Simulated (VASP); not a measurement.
Runs of VASP 6.6.1 on W. The structure is that of space group Im-3m (No. 229), or close to it. The cells are those of the table. 

```tsv
cell	k mesh	gap on the mesh (eV)	pressure (GPa)
a = 2.741 Å, angles 109.5°, 1 atom	18 × 18 × 18	none	6.2
a = 2.701 Å, angles 109.5°, 1 atom	18 × 18 × 18	none	22.4
a = 3.184, b = 5.279, c = 2.757 Å, angles 150.5, 54.7, 107.5°, 1 atom	11 × 7 × 33	none	(b)
a = 2.729 Å, angles 109.5°, 1 atom	18 × 18 × 18	none	10.6
a = 2.672 Å, angles 109.5°, 1 atom	18 × 18 × 18	none	(a)
a = 2.846 Å, angles 109.5°, 1 atom	18 × 18 × 18	none	-23.3
a = 2.811 Å, angles 109.5°, 1 atom	18 × 18 × 18	none	-15.3
a = 2.784 Å, angles 109.5°, 1 atom	18 × 18 × 18	none	-8.1
```

Alike in all rows: task single point; level PBE; potentials or basis VASP PAW PBE potentials, release 64 (W_sv); no spin polarisation; cutoff (eV) 520; smearing gaussian 0.1 eV.

Fill in the values left out.

(a) 36.1; (b) 0.5.

Caveats: spin-orbit coupling is left out, which moves the levels of the heavy elements; the cell stands under pressure (at least some runs); the cell stands under tension (at least some runs).

A k mesh can miss the band edges, and the runs leave out spin-orbit coupling on W.

A gap of «none» marks levels without a gap at the run's occupations.
